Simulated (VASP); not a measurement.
Ti, 4 atoms in the cell. It takes space group Fm-3m (No. 225, cubic). The conventional cell has a = 4.130 Å, b = 4.130 Å, c = 4.130 Å, α = 90.00°, β = 90.00°, γ = 90.00°. Within 3.8 Å of Ti (site symmetry m-3m) lie 12 Ti at 2.92 Å. This isn't the form of Ti at room conditions, which is hcp.

| Item | Value |
| --- | --- |
| Program | VASP 6.6.1 |
| Task | relaxation of volume and atoms at fixed shape |
| Functional | PBEsol |
| Potentials or basis | VASP PAW PBE potentials, release 64 (Ti_sv) |
| Cutoff | 500 eV |
| k mesh | 6 × 6 × 6 |
| Occupations | methfessel-paxton, width 0.1 eV |
| Spin | no spin polarisation |
| Dipole correction | no |
| Further INCAR settings | ALGO = Normal; EDIFF = 1e-07; IBRION = 2; EDIFFG = -0.01; NSW = 50; ISIF = 8 |

Potentials or basis: VASP PAW PBE potentials, release 64 (Ti_sv).

Launch:

```sh
$ cat potpaw_PBE.64/Ti_sv/POTCAR > POTCAR
$ mpirun -np 1 vasp_std > vasp.out
```

Hardware: 1 thread of Intel(R) Xeon(R) Platinum 8259CL CPU @ 2.50GHz (Skylake/Cascade Lake), with other jobs on the host.

Task: How long does it take, and how much memory?

Result: It took 110 s on 1 thread of Intel(R) Xeon(R) Platinum 8259CL CPU @ 2.50GHz (Skylake/Cascade Lake), with other jobs on the host, peak memory 0.18 GiB. Counts: scf iterations 41, k points 20, ion steps 3.
